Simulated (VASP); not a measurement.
Write the native input for VASP 6.6.1 that does the following.

* Task: single point
* Functional: PBEsol
* Potentials or basis: VASP PAW PBE potentials, release 64 (Ge_d)
* Cutoff: 520 eV
* k mesh: 12 × 12 × 8
* Occupations: gaussian, width 0.15 eV
* Spin: no spin polarisation
* Dipole correction: no
* Further INCAR settings: ALGO = Normal; EDIFF = 1e-06; NBANDS = 21

The structure of Ge lies in POSCAR:

```
Ge
1.0
    0.0000000000      0.0000000000     -2.6427277822
    2.7652112297      0.0000000000      0.0000000000
    0.0000000000     -5.0390024823      0.0000000000
Ge
2
Direct
    0.0003226396      0.4518052652     -0.0000048868
   -0.0003226396      0.0481947348      0.5000048868
```

One way to write it, as run:

INCAR

```
SYSTEM = Ge
ALGO = Normal
EDIFF = 1E-6
ENCUT = 520
GGA = PS
ISIF = 2
ISMEAR = 0
LASPH = .TRUE.
LCHARG = .FALSE.
LREAL = .FALSE.
LWAVE = .FALSE.
NBANDS = 21
NELM = 60
PREC = Accurate
SIGMA = 0.15
```

KPOINTS

```
k-points
0
G
  12 12 8
  0 0 0
```

Potentials or basis: VASP PAW PBE potentials, release 64 (Ge_d).

The run is started by

```bash
$ cat potpaw_PBE.64/Ge_d/POTCAR > POTCAR
$ mpirun -np 1 vasp_std > vasp.out
```

Results of the run:

```json
{"Pressure": "0.3 GPa", "Band gap on the k mesh": "zero (bands 14 and 15 overlap by 7.61 eV)"}
```

Caveat: the PAW data sets were made with another functional, which shifts forces and pressure a little.

Wall time 5.9 min on 1 thread of Intel Xeon 8259CL (shared host), peak memory 0.43 GiB.
